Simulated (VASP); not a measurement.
A run of VASP 6.6.1:

The input INCAR:

```
SYSTEM = Al
ALGO = Fast ; EDIFF = 1E-6
ENCUT = 520 ; GGA = PE
ISIF = 2 ; ISMEAR = 0
IVDW = 12 ; LASPH = .True.
LCHARG = .False. ; LREAL = .False.
LWAVE = .False. ; NBANDS = 14
NELM = 80 ; PREC = Accurate
SIGMA = 0.15
```

Contents of KPOINTS:

```
k-points
0
Gamma
  18 18 4
  0 0 0
```

File POSCAR:

```
Al
1.0
    2.8144222649      0.0000000000      0.0000000000
   -1.4072111325      2.4373611784      0.0000000000
    0.0000000000      0.0000000000      9.2410470711
Al
4
Direct
   -0.1245199122     -0.2490398245      0.0000000000
    0.3333333333      0.6666666667      0.2500000000
    0.1245199122      0.2490398245      0.5000000000
    0.6666666667      0.3333333333      0.7500000000
```

Potentials or basis: VASP PAW PBE potentials, release 64 (Al).

The run is started by

```sh
$ cat potpaw_PBE.64/Al/POTCAR > POTCAR
$ mpirun -np 1 vasp_std > vasp.out
```

Hardware: 1 thread of Intel Xeon 8259CL, on a shared host.

Q: Estimate the wall time of this run.

A: Wall time 3.4 min on 1 thread of Intel Xeon 8259CL, with other jobs on the host, peak memory 0.32 GiB. Counts: scf iterations 11, k points 273.
